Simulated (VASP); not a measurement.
Here is a VASP 6.6.1 calculation.

Contents of INCAR:

```
SYSTEM = Si3N4
PREC = Accurate ; ENCUT = 520
EDIFF = 1E-8 ; ISMEAR = -1
SIGMA = 0.02 ; LREAL = .FALSE.
LASPH = .TRUE. ; NELM = 100
ALGO = Normal ; ISIF = 2
LWAVE = .FALSE. ; LCHARG = .FALSE.
GGA = PE ; LEFG = .TRUE.
NBANDS = 45
```

File KPOINTS:

```
regular mesh
0
G
  4 4 10
  0 0 0
```

POSCAR

```
Si3N4
1.0
    7.6018000000      0.0000000000      0.0000000000
   -3.8009000000      6.5833519145      0.0000000000
    0.0000000000      0.0000000000      2.9066000000
Si N
6 8
Direct
    0.1773000000      0.7677000000      0.2500000000
    0.4096000000      0.1773000000      0.7500000000
    0.2323000000      0.4096000000      0.2500000000
    0.8227000000      0.2323000000      0.7500000000
    0.5904000000      0.8227000000      0.2500000000
    0.7677000000      0.5904000000      0.7500000000
    0.3333333333      0.6666666667      0.2500000000
    0.6666666667      0.3333333333      0.7500000000
    0.3337000000      0.0323000000      0.2500000000
    0.3014000000      0.3337000000      0.7500000000
    0.9677000000      0.3014000000      0.2500000000
    0.6663000000      0.9677000000      0.7500000000
    0.6986000000      0.6663000000      0.2500000000
    0.0323000000      0.6986000000      0.7500000000
```

Potentials or basis: VASP PAW PBE potentials, release 64 (Si, N).

Run with:

```bash
$ cat potpaw_PBE.64/Si/POTCAR potpaw_PBE.64/N/POTCAR > POTCAR
$ mpirun -np 1 vasp_std > vasp.out
```

Q: Predict the pressure.

A: 5.8 GPa.

Q: Predict the largest force.

A: 0.963 eV/Å.

Q: What does it give for the band gap on the k mesh?

A: 4.34 eV (least direct gap 4.66 eV).

Forces in eV/Å, atoms in the order of the input:
```
Si  -0.831  0.486  0.000
Si  -0.837 -0.477  0.000
Si  -0.005 -0.963  0.000
Si   0.831 -0.486  0.000
Si   0.837  0.477  0.000
Si   0.005  0.963  0.000
N    0.000  0.000  0.000
N    0.000  0.000  0.000
N   -0.105 -0.220  0.000
N    0.138 -0.201  0.000
N    0.243  0.019  0.000
N    0.105  0.220  0.000
N   -0.138  0.201  0.000
N   -0.243 -0.019  0.000
```

Caveat: the cell stands under pressure; without QUAD_EFG the Cq values of the log hold for a quadrupole moment of 1 mb, not for the nuclei. A k mesh can miss the band edges.
